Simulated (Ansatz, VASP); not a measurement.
# Au2Br: VASP beside Ansatz

```
Au Br
1.0
     4.66823    0.00000    0.00000
    -2.33412    4.04281    0.00000
     0.00000    0.00000    3.66849
Au Br
2 1
Direct
  0.33333 0.66667 0.50000
  0.66667 0.33333 0.50000
  0.00000 0.00000 0.00000
```

Alike in both runs: functional PBE; k mesh 12 × 12 × 12; occupations gaussian, width 0.1 eV; no spin polarisation.

Ansatz relaxed the structure, and its values are those at the end. VASP's run is a single point on that final structure, the one shown.

|  | VASP | Ansatz |
| --- | --- | --- |
| version | VASP 6.6.1 | Ansatz 0.2.0 |
| potentials or method | VASP PAW PBE potentials, release 64 (Au, Br), cutoff 520 eV | scalar-relativistic, plane waves, PAW |
| valence electrons in the cell | 29 | 45 |

VASP gave:

| Item | Value |
| --- | --- |
| gap on the k mesh at the Fermi level (eV) | none |
| pressure (GPa) | -0.1 |

Task: Which values does Ansatz return?

Result: gap on the k mesh at the Fermi level (eV): none; pressure (GPa): 0.0.

A gap of «none» marks a metal or a gap that the smearing closes. With one functional, cell and mesh, what is left measures potentials, basis and numerics. VASP's potentials hold 29 valence electrons a cell and Ansatz's 45, so a difference there can come from the potentials and not from the codes.

Spin-orbit coupling is off throughout.
